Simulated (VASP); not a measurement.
# SbPt (P6_3/mmc) in VASP: vibrations by perturbation theory with PBEsol

Aim: the vibrations by perturbation theory of SbPt with PBEsol.

All numbers are computed with VASP 6.6.1; they aren't measurements. Logs are shortened: lines on timing, memory, paths and dates and some standing lists are left out, and cuts for length are marked.

### 1 The cell of the first run

The structure is hexagonal, space group P6_3/mmc (No. 194). Conventional cell: a = 4.141 Å, b = 4.141 Å, c = 5.442 Å, α = 90.00°, β = 90.00°, γ = 120.00°. Sb (site symmetry -6m2) has 6 Pt at 2.75 Å and 6 Sb at 3.62 Å within 3.7 Å. Within 3.6 Å of Pt (site symmetry -3m) lie 2 Pt at 2.72 Å and 6 Sb at 2.75 Å.

### 2 Vibrations by perturbation theory, PBEsol (20.21 Å³/atom)

The input, INCAR:

```
SYSTEM = SbPt
PREC = Accurate
ENCUT = 520
EDIFF = 1E-8
ISMEAR = -1
SIGMA = 0.1
LREAL = .FALSE.
LASPH = .TRUE.
NELM = 60
ALGO = Normal
ISIF = 2
LWAVE = .FALSE.
LCHARG = .FALSE.
GGA = PS
IBRION = 8
NSW = 1
```

The input, KPOINTS:

```
Automatic mesh
0
G
  8 8 6
  0 0 0
```

The input, POSCAR:

```
SbPt
1.0
    4.1414443964      0.0000000000      0.0000000000
   -2.0707221982      3.5865960556      0.0000000000
    0.0000000000      0.0000000000      5.4421433205
Sb Pt
2 2
Direct
    0.3333333333      0.6666666667      0.2500000000
    0.6666666667      0.3333333333      0.7500000000
    0.0000000000      0.0000000000      0.0000000000
    0.0000000000      0.0000000000      0.5000000000
```

Potentials or basis: VASP PAW PBE potentials, release 64 (Sb, Pt).

The run is started by

```
cat potpaw_PBE.64/Sb/POTCAR potpaw_PBE.64/Pt/POTCAR > POTCAR
mpirun -np 1 vasp_std > vasp.out
```

OUTCAR:

```text
SYSTEM = SbPt
   PREC = Accurate
   ENCUT = 520
   EDIFF = 1E-8
   ISMEAR = -1
   LREAL = .FALSE.
   LASPH = .TRUE.
   NELM = 60
   ISIF = 2
   GGA = PS
   IBRION = 8
   NSW = 1

 ion  position               nearest neighbor table
   1  0.333  0.667  0.250-   3 2.75   4 2.75   3 2.75   4 2.75   3 2.75   4 2.75   2 3.62   2 3.62
                             2 3.62   2 3.62   2 3.62   2 3.62
   2  0.667  0.333  0.750-   3 2.75   4 2.75   3 2.75   4 2.75   3 2.75   4 2.75   1 3.62   1 3.62
                             1 3.62   1 3.62   1 3.62   1 3.62
   3  0.000  0.000  0.000-   4 2.72   4 2.72   1 2.75   2 2.75   1 2.75   2 2.75   2 2.75   1 2.75

   4  0.000  0.000  0.500-   3 2.72   3 2.72   1 2.75   2 2.75   1 2.75   2 2.75   2 2.75   1 2.75

  LATTYP: Found a hexagonal cell.
 ALAT       =     4.1414443964
 C/A-ratio  =     1.3140689092

  Lattice vectors:

 A1 = (   4.1414443964,   0.0000000000,   0.0000000000)
 A2 = (  -2.0707221982,   3.5865960556,   0.0000000000)
 A3 = (   0.0000000000,   0.0000000000,   5.4421433205)

Analysis of symmetry for initial positions (statically):
=====================================================================
 Subroutine PRICEL returns:
 Original cell was already a primitive cell.

 Routine SETGRP: Setting up the symmetry group for a
 hexagonal supercell.

 Subroutine GETGRP returns: Found 24 space group operations
 (whereof 12 operations were pure point group operations)
 out of a pool of 24 trial point group operations.

The static configuration has the point symmetry D_3d.
 The point group associated with its full space group is D_6h.

Analysis of symmetry for dynamics (positions and initial velocities):
=====================================================================
 Subroutine PRICEL returns:
 Original cell was already a primitive cell.

 Routine SETGRP: Setting up the symmetry group for a
 hexagonal supercell.

 Subroutine GETGRP returns: Found 24 space group operations
 (whereof 12 operations were pure point group operations)
 out of a pool of 24 trial point group operations.

The dynamic configuration has the point symmetry D_3d.
 The point group associated with its full space group is D_6h.

 Subroutine INISYM returns: Found 24 space group operations
 (whereof 12 operations are pure point group operations),
 and found     1 'primitive' translations

----------------------------------------------------------------------------------------

                                     Primitive cell

  volume of cell :      80.8359

  direct lattice vectors                    reciprocal lattice vectors
     4.141444396  0.000000000  0.000000000     0.241461651  0.139407949  0.000000000
    -2.070722198  3.586596056  0.000000000     0.000000000  0.278815898  0.000000000
     0.000000000  0.000000000  5.442143320     0.000000000  0.000000000  0.183751133

  length of vectors
     4.141444396  4.141444396  5.442143320     0.278815898  0.278815898  0.183751133

  position of ions in fractional coordinates (direct lattice)
     0.333333333  0.666666667  0.250000000
     0.666666667  0.333333333  0.750000000
     0.000000000  0.000000000  0.000000000
     0.000000000  0.000000000  0.500000000

  ion indices of the primitive-cell ions
   primitive index   ion index
                 1           1
                 2           2
                 3           3
                 4           4

----------------------------------------------------------------------------------------

 KPOINTS: Automatic mesh

Automatic generation of k-mesh.
 Grid dimensions read from file:
 generate k-points for:    8    8    6

 Generating k-lattice:

  Cartesian coordinates                     Fractional coordinates (reciprocal lattice)
     0.030182706  0.017425994  0.000000000     0.125000000  0.000000000  0.000000000
     0.000000000  0.034851987  0.000000000     0.000000000  0.125000000  0.000000000
     0.000000000  0.000000000  0.030625189     0.000000000  0.000000000  0.166666667
[... 76 lines left out ...]
     AMIX     =   0.40;   BMIX     =  1.00
     AMIX_MAG =   1.60;   BMIX_MAG =  1.00
  volume/ion in A,a.u.               =      20.21       136.38
  Fermi-wavevector in a.u.,A,eV,Ry     =   1.176469  2.223204 18.831542  1.384079
  Thomas-Fermi vector in A             =   2.312832
   LORBIT       =      0    0 simple, 1 ext, 2 COOP (PROOUT), +10 PAW based schemes
   GGA     = PS    functional components
   LHFCALC =     F    Hartree Fock is set to
   AEXX    =    0.0000 exact exchange contribution
   IVDW    =     0    specifies the selected vdW correction
   LEPSILON=     F    determine dielectric tensor
   LRPA    =     F    only Hartree local field effects (RPA)
 non-spin polarized calculation
  energy-cutoff  :      520.00
  volume of cell :       80.84
 maximum number of plane-waves:      2216
 NGX is ok and might be reduce to    32
   NGX = 15   NGY = 15   NGZ = 21

--------------------------------------- Ionic step        1  -------------------------------------------

 number of electron      29.9999995 magnetization

 Free energy of the ion-electron system (eV)
  ---------------------------------------------------
  ext. energy  EPLUGINS =         0.00000000
  ---------------------------------------------------
  free energy    TOTEN  =       -24.76252595 eV

  energy without entropy =      -24.70491321  energy(sigma->0) =      -24.73371958

 E-fermi :  10.0731     XC(G=0): -11.6020

 val. band max:       10.0491088369   @ k =   0.3750   0.1250   0.0000
 cond. band min:      10.1069718211   @ k =   0.1250  -0.0000   0.1667
 fundamental gap:      0.0578629842
 Fermi energy:        10.0731399833

 k-point     1 :       0.0000    0.0000    0.0000
  band No.  band energies     occupation
      1      -2.9275      2.00000
      2       1.0807      2.00000
      3       3.0174      2.00000
      4       3.9868      2.00000
      5       3.9868      2.00000
      6       4.0364      2.00000
[... 505 lines left out ...]
      6       4.9062      2.00000
[... 11 lines left out ...]
     18      12.4896      0.00000
     19      13.1872      0.00000

 [... further k-points ...]

------------------------ aborting loop because EDIFF is reached ----------------------------------------

  FORCE on cell =-STRESS in cart. coord.  units (eV):
  Direction    XX          YY          ZZ          XY          YZ          ZX
  --------------------------------------------------------------------------------------
  -------------------------------------------------------------------------------------
  Total        1.3388524      1.3388524      1.5416556      0.0000000      0.0000000      0.0000000
  in kB       26.5362170     26.5362170     30.5558005      0.0000000      0.0000000      0.0000000
  external PRESSURE =      27.8760782 kB  Pullay stress =       0.0000000 kB

 VOLUME and BASIS-vectors are now :
 -----------------------------------------------------------------------------
  energy-cutoff  :      520.00
  volume of cell :       80.84
      direct lattice vectors                 reciprocal lattice vectors
     4.141444396  0.000000000  0.000000000     0.241461651  0.139407949  0.000000000
    -2.070722198  3.586596056  0.000000000     0.000000000  0.278815898  0.000000000
     0.000000000  0.000000000  5.442143320     0.000000000  0.000000000  0.183751133

 POSITION                                       TOTAL-FORCE (eV/Angst)
 -----------------------------------------------------------------------------------
     -0.00000      2.39106      1.36054        -0.000000      0.000000      0.000000
      2.07072      1.19553      4.08161         0.000000     -0.000000      0.000000
      0.00000      0.00000      0.00000        -0.000000     -0.000000      0.000000
      0.00000      0.00000      2.72107         0.000000     -0.000000      0.000000
 -----------------------------------------------------------------------------------
    total drift:                               -0.000000      0.000000      0.000000

  FREE ENERGIE OF THE ION-ELECTRON SYSTEM (eV)
  ---------------------------------------------------
  free  energy   TOTEN  =       -24.7625259456 eV

  energy  without entropy=      -24.7049132136  energy(sigma->0) =      -24.73371958

[... ionic steps 2 to 9 ...]

--------------------------------------- Ionic step       10  -------------------------------------------

------------------------ aborting loop because EDIFF is reached ----------------------------------------

[... ionic steps 11 to 11 ...]

--------------------------------------- Ionic step       12  -------------------------------------------

 Free energy of the ion-electron system (eV)
  ---------------------------------------------------
  ---------------------------------------------------
  free energy    TOTEN  =        -0.26554383 eV

  energy without entropy =       -0.26554383

------------------------ aborting loop because EDIFF is reached ----------------------------------------

 INTERNAL STRAIN TENSOR  FOR ION    3  DIRECTION 3   (eV/Angst):
 -----------------------------------------------------------------------------
    -0.00031  0.00000  0.00000
    -0.00000 -0.00031  0.00000
     0.00000  0.00000  0.01338

 INTERNAL STRAIN TENSOR FOR ION    4 for displacements in x,y,z  (eV/Angst):
          X           Y           Z          XY          YZ          ZX
  --------------------------------------------------------------------------------
  x     0.00000     0.00000     0.00000     0.00000     0.00000     0.00000
  y     0.00000     0.00000     0.00000     0.00000     0.00000     0.00000
  z     0.00000     0.00000     0.00000     0.00000     0.00000     0.00000

 SECOND DERIVATIVES (NOT SYMMETRIZED)
 ------------------------------------
               1X          1Y          1Z          2X          2Y          2Z          3X          3Y          3Z          4X          4Y          4Z
  1X    -7.757569    0.000000    0.000000    1.075517    0.000000    0.000000    3.341026    0.000000    0.000000    3.341026    0.000000    0.000000
  1Y     0.000000   -7.757569    0.000000    0.000000    1.075517    0.000000   -0.000000    3.341026   -0.000000   -0.000000    3.341026    0.000000
  1Z     0.000000    0.000000   -6.575328    0.000000    0.000000    3.179291    0.000000    0.000000    1.698018   -0.000000   -0.000000    1.698018
  2X     1.075517    0.000000    0.000000   -7.757569    0.000000    0.000000    3.341026    0.000000    0.000000    3.341026    0.000000    0.000000
  2Y     0.000000    1.075517    0.000000    0.000000   -7.757569    0.000000   -0.000000    3.341026   -0.000000   -0.000000    3.341026    0.000000
  2Z     0.000000    0.000000    3.179291    0.000000    0.000000   -6.575328    0.000000    0.000000    1.698018   -0.000000   -0.000000    1.698018
  3X     3.341030    0.000000    0.000000    3.341030    0.000000    0.000000   -4.475279    0.000000    0.000000   -2.206781    0.000000    0.000000
  3Y     0.000000    3.341030    0.000000    0.000000    3.341030    0.000000    0.000000   -4.475279    0.000000    0.000000   -2.206781    0.000000
  3Z     0.000000    0.000000    1.697617    0.000000    0.000000    1.697617    0.000000   -0.000000  -15.016747    0.000000   -0.000000   11.621514
  4X     3.341030    0.000000    0.000000    3.341030    0.000000    0.000000   -2.206781    0.000000    0.000000   -4.475279    0.000000    0.000000
  4Y     0.000000    3.341030    0.000000    0.000000    3.341030    0.000000    0.000000   -2.206781    0.000000    0.000000   -4.475279    0.000000
  4Z    -0.000000   -0.000000    1.697617   -0.000000   -0.000000    1.697617    0.000000   -0.000000   11.621514    0.000000   -0.000000  -15.016747

 Eigenvectors and eigenvalues of the dynamical matrix
 ----------------------------------------------------

   1 f  =    5.776932 THz    36.297537 2PiTHz  192.697723 cm-1    23.891462 meV
             X         Y         Z           dx          dy          dz
     -0.000000  2.391064  1.360536    -0.000000    0.000000    0.000000
      2.070722  1.195532  4.081607    -0.000000    0.000000    0.000000
      0.000000  0.000000  0.000000     0.000000   -0.000000    0.707107
      0.000000  0.000000  2.721072     0.000000   -0.000000   -0.707107
[... 71 lines left out ...]
  12 f/i=    0.000191 THz     0.001202 2PiTHz    0.006383 cm-1     0.000791 meV
             X         Y         Z           dx          dy          dz
     -0.000000  2.391064  1.360536    -0.000000   -0.000000   -0.438303
      2.070722  1.195532  4.081607    -0.000000   -0.000000   -0.438303
      0.000000  0.000000  0.000000    -0.000000   -0.000000   -0.554879
      0.000000  0.000000  2.721072    -0.000000   -0.000000   -0.554879

--------------------------------------------------------------------------------------------------------

 ELASTIC MODULI CONTR FROM IONIC RELAXATION (kBar)
 Direction    XX          YY          ZZ          XY          YZ          ZX
 --------------------------------------------------------------------------------
 XX        -267.0283    267.0283      0.0000     -0.0000      0.0000     -0.0000
 YY         267.0283   -267.0283      0.0000      0.0000     -0.0000      0.0000
 ZZ           0.0000      0.0000      0.0000      0.0000      0.0000      0.0000
 XY          -0.0000      0.0000      0.0000   -267.0283     -0.0000      0.0000
 YZ           0.0000     -0.0000      0.0000     -0.0000     -0.0000      0.0000
 ZX          -0.0000      0.0000      0.0000      0.0000      0.0000     -0.0000
 --------------------------------------------------------------------------------
```

Wall time 5.7 min (1 thread of Intel Xeon 6975P-C (Granite Rapids), shared host); peak memory 0.56 GiB.

Results:

```yaml
Highest_phonon_frequency_at_Γ: 193 cm⁻¹
```

Phonon frequencies in cm⁻¹ (negative: imaginary):
```
              q point                              frequencies
(0.000, 0.000, 0.000)  0 0 0 56 56 111 140 140 148 156 156 193
```

Caveat: the cell stands under pressure or tension, which shifts response properties; the PAW data sets were made with another functional, which shifts forces and pressure a little; spin-orbit coupling is left out, which moves the levels of the heavy elements.
